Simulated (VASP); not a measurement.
# Mo (P6/mmm) in VASP: further runs

Mo is run at these levels: PBE; tasks: single point.

Program: VASP 6.6.1. These are calculated values, not measurements. Logs are shortened: lines on timing, memory, paths and dates and some standing lists are left out, and cuts for length are marked.

## 1. The cell of the first run

Symmetry: P6/mmm, No. 191, hexagonal system. The conventional cell has a = 2.516 Å, b = 2.516 Å, c = 2.297 Å, α = 90.00°, β = 90.00°, γ = 120.00°. Within 3.0 Å of Mo (site symmetry 6/mmm) lie 8 Mo at 2.30 to 2.52 Å.

## 2. Single point, PBE (volume scaled by 0.75)

INCAR

```
PREC = Accurate ; ENCUT = 520
EDIFF = 1E-7 ; ISMEAR = -1
SIGMA = 0.08 ; LREAL = F
LASPH = T ; NELM = 60
ALGO = Normal ; ISIF = 2
LWAVE = F ; LCHARG = F
GGA = PE ; NBANDS = 13
```

KPOINTS

```
regular mesh
0
Gamma
  18 18 16
```

POSCAR

```
Mo
1.0
    2.5164775534      0.0000000000      0.0000000000
   -1.2582387767      2.1793334893      0.0000000000
    0.0000000000      0.0000000000      2.2972287724
Mo
1
Direct
    0.0000000000      0.0000000000      0.0000000000
```

Potentials or basis: VASP PAW PBE potentials, release 64 (Mo_sv).

Launch:

```sh
$ cat potpaw_PBE.64/Mo_sv/POTCAR > POTCAR
$ mpirun -np 1 vasp_std > vasp.out
```

OUTCAR:

```text
PREC = Accurate
   ENCUT = 520
   EDIFF = 1E-7
   ISMEAR = -1
   LREAL = F
   LASPH = T
   NELM = 60
   ISIF = 2
   GGA = PE

 ion  position               nearest neighbor table
   1  0.000  0.000  0.000-

  LATTYP: Found a hexagonal cell.
 ALAT       =     2.5164775534
 C/A-ratio  =     0.9128747321

  Lattice vectors:

 A1 = (   2.5164775534,   0.0000000000,   0.0000000000)
 A2 = (  -1.2582387767,   2.1793334893,   0.0000000000)
 A3 = (   0.0000000000,   0.0000000000,   2.2972287724)

Analysis of symmetry for initial positions (statically):
=====================================================================
 Subroutine PRICEL returns:
 Original cell was already a primitive cell.

 Routine SETGRP: Setting up the symmetry group for a
 hexagonal supercell.

 Subroutine GETGRP returns: Found 24 space group operations
 (whereof 24 operations were pure point group operations)
 out of a pool of 24 trial point group operations.

The static configuration has the point symmetry D_6h.

Analysis of symmetry for dynamics (positions and initial velocities):
=====================================================================
 Subroutine PRICEL returns:
 Original cell was already a primitive cell.

 Routine SETGRP: Setting up the symmetry group for a
 hexagonal supercell.

 Subroutine GETGRP returns: Found 24 space group operations
 (whereof 24 operations were pure point group operations)
 out of a pool of 24 trial point group operations.

The dynamic configuration has the point symmetry D_6h.

 Subroutine INISYM returns: Found 24 space group operations
 (whereof 24 operations are pure point group operations),
 and found     1 'primitive' translations

----------------------------------------------------------------------------------------

                                     Primitive cell

  volume of cell :      12.5986

  direct lattice vectors                    reciprocal lattice vectors
     2.516477553  0.000000000  0.000000000     0.397380854  0.229427943  0.000000000
    -1.258238777  2.179333489  0.000000000     0.000000000  0.458855886  0.000000000
     0.000000000  0.000000000  2.297228772     0.000000000  0.000000000  0.435307102

  length of vectors
     2.516477553  2.516477553  2.297228772     0.458855886  0.458855886  0.435307102

  position of ions in fractional coordinates (direct lattice)
     0.000000000  0.000000000  0.000000000

  ion indices of the primitive-cell ions
   primitive index   ion index
                 1           1

----------------------------------------------------------------------------------------

 KPOINTS: regular mesh

Automatic generation of k-mesh.
 Grid dimensions read from file:
 generate k-points for:   18   18   16

 Generating k-lattice:

  Cartesian coordinates                     Fractional coordinates (reciprocal lattice)
     0.022076714  0.012745997  0.000000000     0.055555556  0.000000000  0.000000000
     0.000000000  0.025491994  0.000000000     0.000000000  0.055555556  0.000000000
     0.000000000  0.000000000  0.027206694     0.000000000  0.000000000  0.062500000

  Length of vectors
     0.025491994  0.025491994  0.027206694

  Shift w.r.t. Gamma in fractional coordinates (k-lattice)
     0.000000000  0.000000000  0.000000000

 Subroutine IBZKPT returns following result:
 ===========================================

 Found    333 irreducible k-points:

 Following reciprocal coordinates:
            Coordinates               Weight
  0.000000  0.000000  0.000000      1.000000
  0.055556  0.000000  0.000000      6.000000
  0.111111  0.000000  0.000000      6.000000
  0.166667  0.000000  0.000000      6.000000
  0.222222  0.000000  0.000000      6.000000
  0.277778  0.000000  0.000000      6.000000
[... 16 lines left out ...]
  0.333333  0.111111  0.000000     12.000000
  0.388889  0.111111  0.000000     12.000000
 [... further k-points ...]
   k-points           NKPTS =    333   k-points in BZ     NKDIM =    333   number of bands    NBANDS=     13
   number of dos      NEDOS =    301   number of ions     NIONS =      1
   total plane-waves  NPLWV =   7200
   dimension x,y,z NGX =    20 NGY =   20 NGZ =   18
   dimension x,y,z NGXF=    40 NGYF=   40 NGZF=   36
   ions per type =               1
   NGX,Y,Z   is equivalent  to a cutoff of  13.21, 13.21, 13.03 a.u.
   NGXF,Y,Z  is equivalent  to a cutoff of  26.43, 26.43, 26.05 a.u.
 SYSTEM =  unknown system
   PREC   = accura    normal or accurate (medium, high low for compatibility)
   ISTART =      0    job   : 0-new  1-cont  2-samecut
   ICHARG =      2    charge: 1-file 2-atom 10-const
   ISPIN  =      1    spin polarized calculation?
   LNONCOLLINEAR =      F non collinear calculations
   LSORBIT =      F    spin-orbit coupling
   LASPH  =      T    aspherical Exc in radial PAW
   ENCUT  =  520.0 eV  38.22 Ry    6.18 a.u.   4.68  4.68  4.27*2*pi/ulx,y,z
   NELM   =     60;   NELMIN=  2; NELMDL= -5     # of ELM steps
   EDIFF  = 0.1E-06   stopping-criterion for ELM
   LREAL  =      F    real-space projection
   EDIFFG = 0.1E-05   stopping-criterion for IOM
   NSW    =      0    number of steps for IOM
   IBRION =     -1    ionic relax: 0-MD 1-quasi-New 2-CG
   NFREE  =      0    steps in history (QN), initial steepest desc. (CG)
   ISIF   =      2    stress and relaxation
   ISYM   =      2    0-nonsym 1-usesym 2-fastsym
   POTIM  = 0.5000    time-step for ionic-motion
   TEBEG  =    0.0;   TEEND  =   0.0 temperature during run
   PSTRESS=    0.0 pullay stress
   NELECT =      14.0000    total number of electrons
   NUPDOWN=      -1.0000    fix difference up-down
   EMIN   =  10.00;   EMAX   =-10.00  energy-range for DOS
   EFERMI =   0.00;   METHOD = LEGACY
   ISMEAR =    -1;   SIGMA  =   0.08  broadening in eV -4-tet -1-fermi 0-gaus
   EFERMI_NEDOS =   21; number of points for ismear=-14 and -15
   IALGO  =     38    algorithm
   IMIX   =      4    mixing-type and parameters
     AMIX     =   0.40;   BMIX     =  1.00
     AMIX_MAG =   1.60;   BMIX_MAG =  1.00
  volume/ion in A,a.u.               =      12.60        85.02
  Fermi-wavevector in a.u.,A,eV,Ry     =   1.695680  3.204370 39.121239  2.875330
  Thomas-Fermi vector in A             =   2.776680
   LORBIT       =      0    0 simple, 1 ext, 2 COOP (PROOUT), +10 PAW based schemes
   GGA     = PE    functional components
   LHFCALC =     F    Hartree Fock is set to
   AEXX    =    0.0000 exact exchange contribution
   IVDW    =     0    specifies the selected vdW correction
   LEPSILON=     F    determine dielectric tensor
   LRPA    =     F    only Hartree local field effects (RPA)
 non-spin polarized calculation
  energy-cutoff  :      520.00
  volume of cell :       12.60
 maximum number of plane-waves:       352
 NGX is ok and might be reduce to    20
   NGX =  9   NGY =  9   NGZ =  9

 number of electron      13.9999999 magnetization

 Free energy of the ion-electron system (eV)
  ---------------------------------------------------
  ext. energy  EPLUGINS =         0.00000000
  ---------------------------------------------------
  free energy    TOTEN  =        -8.93534374 eV

  energy without entropy =       -8.91973574  energy(sigma->0) =       -8.92753974

 E-fermi :  16.1349     XC(G=0): -14.5535

 val. band max:       16.1335584066   @ k =   0.2222   0.0000   0.4375
 cond. band min:      16.1407146083   @ k =   0.5000   0.0000   0.0625
 fundamental gap:      0.0071562017
 Fermi energy:        16.1349052684

 k-point     1 :       0.0000    0.0000    0.0000
  band No.  band energies     occupation
      1     -45.2323      2.00000
      2     -17.6317      2.00000
      3     -17.6317      2.00000
      4     -17.2117      2.00000
      5       8.7307      2.00000
      6      10.1290      2.00000
      7      14.6112      2.00000
      8      14.6112      2.00000
      9      22.2807      0.00000
     10      22.2807      0.00000
     11      28.9853      0.00000
     12      35.2334      0.00000
     13      39.8187      0.00000

 k-point     2 :       0.0556    0.0000    0.0000
  band No.  band energies     occupation
      1     -45.2157      2.00000
      2     -17.7292      2.00000
      3     -17.6527      2.00000
      4     -17.2018      2.00000
      5       8.9082      2.00000
      6      10.1914      2.00000
      7      14.4283      2.00000
      8      14.7667      2.00000
      9      22.0772      0.00000
     10      22.2482      0.00000
     11      29.4029      0.00000
     12      35.5650      0.00000
     13      39.0626      0.00000

 k-point     3 :       0.1111    0.0000    0.0000
  band No.  band energies     occupation
      1     -45.1674      2.00000
      2     -18.0054      2.00000
      3     -17.7128      2.00000
      4     -17.1732      2.00000
      5       9.3897      2.00000
      6      10.3811      2.00000
      7      13.9824      2.00000
      8      15.2270      1.99998
      9      21.5347      0.00000
     10      22.1559      0.00000
     11      30.5567      0.00000
     12      36.4770      0.00000
     13      37.4795      0.00000
[... 305 lines left out ...]
 k-point    23 :       0.3333    0.1111    0.0000
  band No.  band energies     occupation
      1     -44.7004      2.00000
      2     -20.1482      2.00000
      3     -18.4376      2.00000
      4     -16.9032      2.00000
      5      10.4145      2.00000
      6      11.9106      2.00000
      7      15.9447      1.83021
      8      18.2492      0.00000
      9      21.0146      0.00000
     10      21.8012      0.00000
     11      30.1590      0.00000
     12      31.9476      0.00000
     13      36.3491      0.00000

 k-point    24 :       0.3889    0.1111    0.0000
  band No.  band energies     occupation
      1     -44.6506      2.00000
      2     -20.3490      2.00000
      3     -18.5098      2.00000
      4     -16.8751      2.00000
      5      10.1729      2.00000
      6      12.1325      2.00000
      7      16.8590      0.00023
      8      17.9912      0.00000
      9      20.9039      0.00000
     10      22.7700      0.00000
     11      29.6072      0.00000
     12      31.0438      0.00000
     13      35.5762      0.00000

 [... further k-points ...]
[... 5 lines left out ...]
  --------------------------------------------------------------------------------------
  -------------------------------------------------------------------------------------
  Total        8.5518307      8.5518307      8.6772137      0.0000000     -0.0000000      0.0000000
  in kB     1087.5486116   1087.5486116   1103.4937441      0.0000000     -0.0000000      0.0000000
  external PRESSURE =    1092.8636558 kB  Pullay stress =       0.0000000 kB

 VOLUME and BASIS-vectors are now :
 -----------------------------------------------------------------------------
  energy-cutoff  :      520.00
  volume of cell :       12.60
      direct lattice vectors                 reciprocal lattice vectors
     2.516477553  0.000000000  0.000000000     0.397380854  0.229427943  0.000000000
    -1.258238777  2.179333489  0.000000000     0.000000000  0.458855886  0.000000000
     0.000000000  0.000000000  2.297228772     0.000000000  0.000000000  0.435307102

 POSITION                                       TOTAL-FORCE (eV/Angst)
 -----------------------------------------------------------------------------------
      0.00000      0.00000      0.00000         0.000000      0.000000      0.000000
 -----------------------------------------------------------------------------------
    total drift:                               -0.000000     -0.000000      0.000000

  FREE ENERGIE OF THE ION-ELECTRON SYSTEM (eV)
  ---------------------------------------------------
  free  energy   TOTEN  =        -8.9353437379 eV

  energy  without entropy=       -8.9197357374  energy(sigma->0) =       -8.92753974
```

Run time: 59 s. Hardware: 1 thread of AMD EPYC 7R43 (Zen 3), shared host; peak memory 0.12 GiB.

Results:

```yaml
Free_energy: -8.9353 eV
Pressure: 109.3 GPa
Band_gap_on_the_k_mesh: zero (band 7 reaches 17.86 eV, above the bottom of band 8 at 14.61 eV)
```

Stress tensor (GPa, compression positive):
```
108.75   0.00   0.00
  0.00 108.75   0.00
  0.00   0.00 110.35
```

Levels at points of the mesh, in eV from the Fermi level:
```tsv
k point	band 3	band 4	band 5	band 6	band 7	band 8	band 9	band 10	band 11	band 12
(0.00, 0.00, 0.00)	-33.77	-33.35	-7.40	-6.01	-1.52	-1.52	6.15	6.15	12.85	19.10
(0.50, 0.00, 0.00)	-34.43	-33.01	-6.74	-3.98	1.62	2.08	5.16	6.13	13.94	15.72
(0.00, 0.00, 0.50)	-33.36	-33.36	-3.89	-0.16	-0.16	0.69	0.69	0.74	15.23	16.81
(0.50, 0.00, 0.50)	-35.99	-33.97	-7.79	-4.50	-1.15	6.77	7.34	9.02	10.29	20.19
```

Caveat: the cell differs from its parent crystal (volume scaled by 0.75).

## 3. Single point, PBE (volume scaled by 0.85)

INCAR

```
PREC = Accurate
ENCUT = 520
EDIFF = 1E-6
ISMEAR = -1
SIGMA = 0.08
LREAL = False
LASPH = True
NELM = 60
ALGO = Normal
ISIF = 2
LWAVE = False
LCHARG = True
GGA = PE
LELF = True
LVHAR = True
NBANDS = 13
```

KPOINTS is that of step 2.

POSCAR

```
Mo
1.0
    2.6262234427      0.0000000000      0.0000000000
   -1.3131117213      2.2743762174      0.0000000000
    0.0000000000      0.0000000000      2.3904776295
Mo
1
Direct
    0.0000000000      0.0000000000      0.0000000000
```

Potentials or basis: VASP PAW PBE potentials, release 64 (Mo_sv).

Launch:

```sh
$ cat potpaw_PBE.64/Mo_sv/POTCAR > POTCAR
$ mpirun -np 1 vasp_std > vasp.out
```

Wall time 49 s (1 thread of AMD EPYC 7R43 (Zen 3), shared host); peak memory 0.13 GiB.

Results (log left out):

| Property | Result |
| --- | --- |
| Free energy | -9.7322 eV |
| Pressure | 48.1 GPa |
| Band gap on the k mesh | zero (band 7 reaches 15.36 eV, above the bottom of band 8 at 12.70 eV) |

Stress tensor (GPa, compression positive):
```
47.84  0.00  0.00
 0.00 47.84  0.00
 0.00  0.00 48.65
```

Levels at points of the mesh, in eV from the Fermi level:
| k point | band 4 | band 5 | band 6 | band 7 | band 8 | band 9 | band 10 | band 11 |
| --- | --- | --- | --- | --- | --- | --- | --- | --- |
| (0.00, 0.00, 0.00) | -33.71 | -7.15 | -5.20 | -1.19 | -1.19 | 5.22 | 5.22 | 12.91 |
| (0.50, 0.00, 0.00) | -33.48 | -5.79 | -3.68 | 1.46 | 1.55 | 4.42 | 5.20 | 11.96 |
| (0.00, 0.00, 0.50) | -33.74 | -3.73 | -0.04 | -0.04 | 0.49 | 0.62 | 0.62 | 13.01 |
| (0.50, 0.00, 0.50) | -34.17 | -6.56 | -3.81 | -0.90 | 5.72 | 7.05 | 7.62 | 8.75 |

Caveat: the cell differs from its parent crystal (volume scaled by 0.85).

## 4. Single point, PBE

This run uses another cell than the first one, of 16.80 Å³/atom, 1.333 times its volume.

INCAR

```
SYSTEM = Mo
PREC     = Accurate       ! precision mode
ENCUT    = 520            ! plane-wave cutoff, eV
EDIFF    = 1E-7           ! SCF threshold, eV
ISMEAR   = -1             ! smearing method
SIGMA    = 0.08           ! smearing width, eV
LREAL    = .FALSE.        ! projectors in reciprocal space
LASPH    = .TRUE.         ! aspherical terms in the spheres
NELM     = 100            ! most SCF steps
ALGO     = Normal         ! electronic algorithm
ISIF     = 2              ! what is computed and relaxed
LWAVE    = .FALSE.        ! write WAVECAR
LCHARG   = .TRUE.         ! write CHGCAR
GGA      = PE             ! functional
LELF     = .TRUE.         ! ELF
LVHAR    = .TRUE.       
NBANDS   = 13             ! bands
```

KPOINTS

```
Automatic mesh
0
G
  18 18 16
  0 0 0
```

POSCAR

```
Mo
1.0
    2.7721062491      0.0000000000      0.0000000000
   -1.3860531245      2.4007144337      0.0000000000
    0.0000000000      0.0000000000      2.5241163024
Mo
1
Direct
    0.0000000000      0.0000000000      0.0000000000
```

Launch:

```sh
$ cat potpaw_PBE.64/Mo_sv/POTCAR > POTCAR
$ mpirun -np 1 vasp_std > vasp.out
```

Run time: 88 s. Hardware: 1 thread of AMD EPYC 7R43 (Zen 3), shared host; peak memory 0.15 GiB.

Results (log left out):

```
Free energy            : -10.0668 eV
Pressure               : 0.5 GPa
Band gap on the k mesh : zero (band 7 reaches 12.25 eV, above the bottom of band 8 at 10.43 eV)
```

Stress tensor (GPa, compression positive):
```
0.41 0.00 0.00
0.00 0.41 0.00
0.00 0.00 0.69
```

Levels at points of the mesh, in eV from the Fermi level:
| k point | band 5 | band 6 | band 7 | band 8 | band 9 | band 10 |
| --- | --- | --- | --- | --- | --- | --- |
| (0.00, 0.00, 0.00) | -6.68 | -4.27 | -0.87 | -0.87 | 4.16 | 4.16 |
| (0.50, 0.00, 0.00) | -4.75 | -3.23 | 0.94 | 1.35 | 3.55 | 4.17 |
| (0.00, 0.00, 0.50) | -3.46 | 0.03 | 0.03 | 0.25 | 0.56 | 0.56 |
| (0.50, 0.00, 0.50) | -5.22 | -3.10 | -0.63 | 4.57 | 6.05 | 6.51 |

## 5. Overview

```csv
cell,gap on the mesh (eV),pressure (GPa)
"a = 2.516, b = 2.516, c = 2.297 Å, angles 90.0, 90.0, 120.0°, 1 atom",none,109.3
"a = 2.626, b = 2.626, c = 2.390 Å, angles 90.0, 90.0, 120.0°, 1 atom",none,48.1
"a = 2.772, b = 2.772, c = 2.524 Å, angles 90.0, 90.0, 120.0°, 1 atom",none,0.5
```

Alike in all rows: task single point; level PBE; potentials or basis VASP PAW PBE potentials, release 64 (Mo_sv); no spin polarisation; k mesh 18 × 18 × 16; cutoff (eV) 520; smearing fermi-dirac 0.08 eV.

Absolute energies hang on the potentials; compare differences alone.
